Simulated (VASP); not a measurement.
Write the native input for VASP 6.6.1 that does the following.

* Task: relaxation of the atoms
* Functional: PBE
* Potentials or basis: VASP PAW PBE potentials, release 64 (Si, C)
* Cutoff: 520 eV
* k mesh: 12 × 12 × 6
* Occupations: gaussian, width 0.02 eV
* Spin: no spin polarisation
* Dipole correction: no
* Further INCAR settings: ALGO = Normal; EDIFF = 1e-06; IBRION = 2; EDIFFG = -0.008; NSW = 60

The structure of SiC lies in POSCAR:

```
SiC
1.0
    3.0919365178      0.0000000000      0.0000000000
   -1.5459682589      2.6776955713      0.0000000000
    0.0000000000      0.0000000000      4.9728064432
Si C
2 2
Direct
    0.3333333333      0.6666666667      0.4995817066
    0.6666666667      0.3333333333      0.9995817066
    0.3333333333      0.6666666667      0.8754182934
    0.6666666667      0.3333333333      0.3754182934
```

This cell differs from its parent crystal: strain along c alone, the other axes held: -2.0 %.

The input as run:

INCAR

```
PREC     = Accurate       # precision mode
ENCUT    = 520            # plane-wave cutoff, eV
EDIFF    = 1E-6           # SCF threshold, eV
ISMEAR   = 0              # smearing method
SIGMA    = 0.02           # smearing width, eV
LREAL    = False          # projectors in reciprocal space
LASPH    = True           # aspherical terms in the spheres
NELM     = 80             # most SCF steps
ALGO     = Normal         # electronic algorithm
ISIF     = 2              # what is computed and relaxed
LWAVE    = False          # write WAVECAR
LCHARG   = False          # write CHGCAR
GGA      = PE             # functional
IBRION   = 2              # ionic algorithm
NSW      = 60             # ionic steps
EDIFFG   = -0.008         # ionic threshold
```

KPOINTS

```
regular mesh
0
Gamma
  12 12 6
```

Potentials or basis: VASP PAW PBE potentials, release 64 (Si, C).

Command:

```sh
$ cat potpaw_PBE.64/Si/POTCAR potpaw_PBE.64/C/POTCAR > POTCAR
$ mpirun -np 1 vasp_std > vasp.out
```

Results of the run:

The energy gained by relaxing is 0.6 meV/atom. The ionic steps are 3. The pressure after relaxing is 4.4 GPa. The band gap on the k mesh is 2.34 eV, indirect (least direct gap 3.82 eV).

Caveat: the cell differs from its parent crystal (strain along c alone, the other axes held: -2.0 %).

It took 52 s on 1 thread of Intel(R) Xeon(R) Platinum 8375C CPU @ 2.90GHz (Ice Lake), on a shared host, peak memory 0.17 GiB.
